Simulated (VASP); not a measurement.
# TiC (Fm-3m) in VASP: a series of runs, part 2 of 2

VASP 6.6.1.

### Step 4. Single point, PBEsol (9.73 Å³/atom)

This run uses another cell than the first one, of 9.73 Å³/atom.

The input, INCAR:

```
PREC = Accurate
ENCUT = 520
EDIFF = 1E-6
ISMEAR = -1
SIGMA = 0.03
LREAL = False
LASPH = True
NELM = 60
ALGO = Normal
ISIF = 2
LWAVE = False
LCHARG = True
GGA = PS
LELF = True
LVHAR = True
NBANDS = 15
```

The input, KPOINTS:

```
Automatic mesh
0
Gamma
  16 16 16
```

The input, POSCAR:

```
TiC
1.0
    0.0000000000      2.1347531715      2.1347531715
    2.1347531715      0.0000000000      2.1347531715
    2.1347531715      2.1347531715      0.0000000000
Ti C
1 1
Direct
    0.0000000000      0.0000000000      0.0000000000
    0.5000000000      0.5000000000      0.5000000000
```

Potentials or basis: VASP PAW PBE potentials, release 64 (Ti_sv, C).

The run is started by

```console
cat potpaw_PBE.64/Ti_sv/POTCAR potpaw_PBE.64/C/POTCAR > POTCAR
mpirun -np 1 vasp_std > vasp.out
```

OUTCAR:

```text
PREC = Accurate
   ENCUT = 520
   EDIFF = 1E-6
   ISMEAR = -1
   LREAL = False
   LASPH = True
   NELM = 60
   ISIF = 2
   GGA = PS

 ion  position               nearest neighbor table
   1  0.000  0.000  0.000-   2 2.13   2 2.13   2 2.13   2 2.13   2 2.13   2 2.13
   2  0.500  0.500  0.500-   1 2.13   1 2.13   1 2.13   1 2.13   1 2.13   1 2.13

  LATTYP: Found a face centered cubic cell.
 ALAT       =     4.2695063430

  Lattice vectors:

 A1 = (   0.0000000000,   2.1347531715,   2.1347531715)
 A2 = (   2.1347531715,   0.0000000000,   2.1347531715)
 A3 = (   2.1347531715,   2.1347531715,   0.0000000000)

Analysis of symmetry for initial positions (statically):
=====================================================================
 Subroutine PRICEL returns:
 Original cell was already a primitive cell.

 Routine SETGRP: Setting up the symmetry group for a
 face centered cubic supercell.

 Subroutine GETGRP returns: Found 48 space group operations
 (whereof 48 operations were pure point group operations)
 out of a pool of 48 trial point group operations.

The static configuration has the point symmetry O_h .

Analysis of symmetry for dynamics (positions and initial velocities):
=====================================================================
 Subroutine PRICEL returns:
 Original cell was already a primitive cell.

 Routine SETGRP: Setting up the symmetry group for a
 face centered cubic supercell.

 Subroutine GETGRP returns: Found 48 space group operations
 (whereof 48 operations were pure point group operations)
 out of a pool of 48 trial point group operations.

The dynamic configuration has the point symmetry O_h .

 Subroutine INISYM returns: Found 48 space group operations
 (whereof 48 operations are pure point group operations),
 and found     1 'primitive' translations

----------------------------------------------------------------------------------------

                                     Primitive cell

  volume of cell :      19.4569

  direct lattice vectors                    reciprocal lattice vectors
     0.000000000  2.134753171  2.134753171    -0.234219116  0.234219116  0.234219116
     2.134753171  0.000000000  2.134753171     0.234219116 -0.234219116  0.234219116
     2.134753171  2.134753171  0.000000000     0.234219116  0.234219116 -0.234219116

  length of vectors
     3.018996887  3.018996887  3.018996887     0.405679408  0.405679408  0.405679408

  position of ions in fractional coordinates (direct lattice)
     0.000000000  0.000000000  0.000000000
     0.500000000  0.500000000  0.500000000

  ion indices of the primitive-cell ions
   primitive index   ion index
                 1           1
                 2           2

----------------------------------------------------------------------------------------

 KPOINTS: Automatic mesh

Automatic generation of k-mesh.
 Grid dimensions read from file:
 generate k-points for:   16   16   16

 Generating k-lattice:

  Cartesian coordinates                     Fractional coordinates (reciprocal lattice)
    -0.014638695  0.014638695  0.014638695     0.062500000  0.000000000  0.000000000
     0.014638695 -0.014638695  0.014638695     0.000000000  0.062500000  0.000000000
     0.014638695  0.014638695 -0.014638695     0.000000000  0.000000000  0.062500000

  Length of vectors
     0.025354963  0.025354963  0.025354963

  Shift w.r.t. Gamma in fractional coordinates (k-lattice)
     0.000000000  0.000000000  0.000000000

 Subroutine IBZKPT returns following result:
 ===========================================

 Found    145 irreducible k-points:

 Following reciprocal coordinates:
            Coordinates               Weight
  0.000000  0.000000  0.000000      1.000000
  0.062500  0.000000  0.000000      8.000000
  0.125000  0.000000  0.000000      8.000000
  0.187500  0.000000  0.000000      8.000000
  0.250000  0.000000  0.000000      8.000000
  0.312500  0.000000  0.000000      8.000000
[... 16 lines left out ...]
 -0.125000  0.062500  0.000000     24.000000
 -0.062500  0.062500  0.000000     12.000000
 [... further k-points ...]
   k-points           NKPTS =    145   k-points in BZ     NKDIM =    145   number of bands    NBANDS=     15
   number of dos      NEDOS =    301   number of ions     NIONS =      2
   total plane-waves  NPLWV =  13824
   dimension x,y,z NGX =    24 NGY =   24 NGZ =   24
   dimension x,y,z NGXF=    48 NGYF=   48 NGZF=   48
   ions per type =               1   1
   NGX,Y,Z   is equivalent  to a cutoff of  13.22, 13.22, 13.22 a.u.
   NGXF,Y,Z  is equivalent  to a cutoff of  26.43, 26.43, 26.43 a.u.
 SYSTEM =  unknown system
   PREC   = accura    normal or accurate (medium, high low for compatibility)
   ISTART =      0    job   : 0-new  1-cont  2-samecut
   ICHARG =      2    charge: 1-file 2-atom 10-const
   ISPIN  =      1    spin polarized calculation?
   LNONCOLLINEAR =      F non collinear calculations
   LSORBIT =      F    spin-orbit coupling
   LASPH  =      T    aspherical Exc in radial PAW
   ENCUT  =  520.0 eV  38.22 Ry    6.18 a.u.   5.61  5.61  5.61*2*pi/ulx,y,z
   NELM   =     60;   NELMIN=  2; NELMDL= -5     # of ELM steps
   EDIFF  = 0.1E-05   stopping-criterion for ELM
   LREAL  =      F    real-space projection
   EDIFFG = 0.1E-04   stopping-criterion for IOM
   NSW    =      0    number of steps for IOM
   IBRION =     -1    ionic relax: 0-MD 1-quasi-New 2-CG
   NFREE  =      0    steps in history (QN), initial steepest desc. (CG)
   ISIF   =      2    stress and relaxation
   ISYM   =      2    0-nonsym 1-usesym 2-fastsym
   POTIM  = 0.5000    time-step for ionic-motion
   TEBEG  =    0.0;   TEEND  =   0.0 temperature during run
   PSTRESS=    0.0 pullay stress
   NELECT =      16.0000    total number of electrons
   NUPDOWN=      -1.0000    fix difference up-down
   EMIN   =  10.00;   EMAX   =-10.00  energy-range for DOS
   EFERMI =   0.00;   METHOD = LEGACY
   ISMEAR =    -1;   SIGMA  =   0.03  broadening in eV -4-tet -1-fermi 0-gaus
   EFERMI_NEDOS =   21; number of points for ismear=-14 and -15
   IALGO  =     38    algorithm
   IMIX   =      4    mixing-type and parameters
     AMIX     =   0.40;   BMIX     =  1.00
     AMIX_MAG =   1.60;   BMIX_MAG =  1.00
  volume/ion in A,a.u.               =       9.73        65.65
  Fermi-wavevector in a.u.,A,eV,Ry     =   1.533759  2.898384 32.006577  2.352417
  Thomas-Fermi vector in A             =   2.640782
   LORBIT       =      0    0 simple, 1 ext, 2 COOP (PROOUT), +10 PAW based schemes
   GGA     = PS    functional components
   LHFCALC =     F    Hartree Fock is set to
   AEXX    =    0.0000 exact exchange contribution
   IVDW    =     0    specifies the selected vdW correction
   LEPSILON=     F    determine dielectric tensor
   LRPA    =     F    only Hartree local field effects (RPA)
 non-spin polarized calculation
  energy-cutoff  :      520.00
  volume of cell :       19.46
 maximum number of plane-waves:       544
   NGX = 11   NGY = 11   NGZ = 11

 number of electron      16.0000004 magnetization

 Free energy of the ion-electron system (eV)
  ---------------------------------------------------
  ext. energy  EPLUGINS =         0.00000000
  ---------------------------------------------------
  free energy    TOTEN  =       -19.79661915 eV

  energy without entropy =      -19.79537310  energy(sigma->0) =      -19.79599612

 E-fermi :   9.8016     XC(G=0): -13.0856

 val. band max:        9.7910192172   @ k =   0.1250   0.1250   0.0000
 cond. band min:       9.8021317826   @ k =   0.1250   0.0625   0.0000
 fundamental gap:      0.0111125653
 Fermi energy:         9.8016233324

 k-point     1 :       0.0000    0.0000    0.0000
  band No.  band energies     occupation
      1     -46.3863      2.00000
      2     -22.4882      2.00000
      3     -22.4882      2.00000
      4     -22.4882      2.00000
      5      -2.7519      2.00000
      6      10.4948      0.00000
      7      10.4948      0.00000
      8      10.4948      0.00000
      9      11.5760      0.00000
     10      11.5760      0.00000
     11      11.5760      0.00000
     12      11.6364      0.00000
     13      11.6364      0.00000
     14      20.9405      0.00000
     15      23.9154      0.00000
[... 397 lines left out ...]
 k-point    24 :      -0.0625    0.0625    0.0000
  band No.  band energies     occupation
      1     -46.3773      2.00000
      2     -22.5445      2.00000
      3     -22.5036      2.00000
      4     -22.4894      2.00000
      5      -2.5036      2.00000
      6       9.5798      1.99877
      7       9.7501      1.69560
      8       9.7878      1.22617
      9      10.6135      0.00000
     10      11.2553      0.00000
     11      12.1868      0.00000
     12      12.8050      0.00000
     13      13.7057      0.00000
     14      21.3353      0.00000
     15      24.0575      0.00000

 [... further k-points ...]
[... 5 lines left out ...]
  --------------------------------------------------------------------------------------
  -------------------------------------------------------------------------------------
  Total        0.5733198      0.5733198      0.5733198      0.0000000     -0.0000000     -0.0000000
  in kB       47.2100548     47.2100548     47.2100548      0.0000000     -0.0000000     -0.0000000
  external PRESSURE =      47.2100548 kB  Pullay stress =       0.0000000 kB

 VOLUME and BASIS-vectors are now :
 -----------------------------------------------------------------------------
  energy-cutoff  :      520.00
  volume of cell :       19.46
      direct lattice vectors                 reciprocal lattice vectors
     0.000000000  2.134753171  2.134753171    -0.234219116  0.234219116  0.234219116
     2.134753171  0.000000000  2.134753171     0.234219116 -0.234219116  0.234219116
     2.134753171  2.134753171  0.000000000     0.234219116  0.234219116 -0.234219116

 POSITION                                       TOTAL-FORCE (eV/Angst)
 -----------------------------------------------------------------------------------
      0.00000      0.00000      0.00000        -0.000000      0.000000      0.000000
      2.13475      2.13475      2.13475         0.000000     -0.000000      0.000000
 -----------------------------------------------------------------------------------
    total drift:                                0.000000     -0.000000     -0.000000

  FREE ENERGIE OF THE ION-ELECTRON SYSTEM (eV)
  ---------------------------------------------------
  free  energy   TOTEN  =       -19.7966191479 eV

  energy  without entropy=      -19.7953730961  energy(sigma->0) =      -19.79599612
```

It took 37 s on 1 thread of Intel Xeon 8259CL, shared host; peak memory 0.17 GiB.

What came out:

```
Free energy            : -19.7966 eV
Pressure               : 4.7 GPa
Band gap on the k mesh : zero (bands 8 and 9 overlap by 1.09 eV)
```

Levels at points of the mesh, in eV from the Fermi level:
```csv
k point,band 4,band 5,band 6,band 7,band 8,band 9,band 10,band 11,band 12,band 13
"(0.00, 0.00, 0.00)",-32.29,-12.55,0.69,0.69,0.69,1.77,1.77,1.77,1.83,1.83
"(0.50, 0.00, 0.00)",-32.35,-8.82,-6.06,-3.02,-3.02,3.11,3.11,4.38,8.42,8.66
"(0.50, 0.50, 0.00)",-32.49,-10.22,-3.45,-1.79,0.03,0.03,2.91,3.76,3.76,6.30
```

Caveat: the cell stands under pressure; the PAW data sets were made with another functional, which shifts forces and pressure a little.

### Step 5. Single point, PBEsol (9.83 Å³/atom)

This run uses another cell than the first one, of 9.83 Å³/atom.

The input, INCAR:

```
SYSTEM = TiC
PREC = Accurate
ENCUT = 520
EDIFF = 1E-6
ISMEAR = -1
SIGMA = 0.03
LREAL = .FALSE.
LASPH = .TRUE.
NELM = 60
ALGO = Normal
ISIF = 2
LWAVE = .FALSE.
LCHARG = .FALSE.
GGA = PS
NBANDS = 15
```

The input, KPOINTS:

```
Automatic mesh
0
G
  16 16 16
  0 0 0
```

The input, POSCAR:

```
TiC
1.0
    0.0000000000      2.1421399196      2.1421399196
    2.1421399196      0.0000000000      2.1421399196
    2.1421399196      2.1421399196      0.0000000000
Ti C
1 1
Direct
    0.0000000000      0.0000000000      0.0000000000
    0.5000000000      0.5000000000      0.5000000000
```

The run is started by

```console
cat potpaw_PBE.64/Ti_sv/POTCAR potpaw_PBE.64/C/POTCAR > POTCAR
mpirun -np 1 vasp_std > vasp.out
```

It took 45 s on 1 thread of Intel Xeon 8259CL, shared host; peak memory 0.17 GiB.

Results (log left out):

* Free energy: -19.8010 eV
* Pressure: 2.0 GPa
* Band gap on the k mesh: zero (bands 8 and 9 overlap by 1.09 eV)

Levels at points of the mesh, in eV from the Fermi level:
| k point | band 6 | band 7 | band 8 | band 9 | band 10 | band 11 |
| --- | --- | --- | --- | --- | --- | --- |
| (0.00, 0.00, 0.00) | 0.69 | 0.69 | 0.69 | 1.76 | 1.76 | 1.76 |
| (0.50, 0.00, 0.00) | -6.01 | -2.99 | -2.99 | 3.07 | 3.07 | 4.31 |
| (0.50, 0.50, 0.00) | -3.45 | -1.76 | 0.02 | 0.02 | 2.87 | 3.70 |

Caveat: the PAW data sets were made with another functional, which shifts forces and pressure a little.

### Step 6. Summary

```tsv
cell	gap on the mesh (eV)	pressure (GPa)
a = 2.998 Å, angles 60.0°, 2 atoms	none	10.7
a = 3.019 Å, angles 60.0°, 2 atoms	none	4.7
a = 3.029 Å, angles 60.0°, 2 atoms	none	2.0
```

Alike in all rows: task single point; level PBEsol; potentials or basis VASP PAW PBE potentials, release 64 (Ti_sv, C); no spin polarisation; k mesh 16 × 16 × 16; cutoff (eV) 520; smearing fermi-dirac 0.03 eV.

Caveats: the PAW data sets were made with another functional, which shifts forces and pressure a little; the cell stands under pressure (at least some runs).

Total energies depend on the potentials used, so only differences within one code and one set of settings carry meaning.
